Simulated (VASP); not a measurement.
Crystal: TiSi2.

```
CELL_PARAMETERS angstrom
1.75326 -6.71392 0.00000
1.75326 6.71392 0.00000
0.00000 0.00000 3.54125
ATOMIC_POSITIONS crystal
Ti 0.10312 0.89688 0.25000
Ti 0.89688 0.10312 0.75000
Si 0.75031 0.24969 0.25000
Si 0.24969 0.75031 0.75000
Si 0.44175 0.55825 0.25000
Si 0.55825 0.44175 0.75000
```

Base run:

```yaml
Program: VASP 6.6.1
Functional: r2SCAN
Potentials_or_basis: VASP PAW PBE potentials, release 64 (Ti_sv, Si)
Cutoff: 520 eV
k_mesh: 8 × 8 × 8
Occupations: fermi-dirac, width 0.05 eV
Spin: no spin polarisation
```

Its results: band gap on the k mesh zero (band 20 reaches 11.34 eV, above the bottom of band 21 at 10.29 eV); pressure 3.2 GPa; largest force 0.083 eV/Å.

Q: The run is repeated on the same cell with these changes: functional from r2SCAN to PBE. What comes out?

A: Band gap on the k mesh zero (band 20 reaches 11.28 eV, above the bottom of band 21 at 10.25 eV); pressure 4.9 GPa; largest force 0.254 eV/Å.

Caveats: the PAW data sets were made with another functional, which shifts forces and pressure a little (some runs).
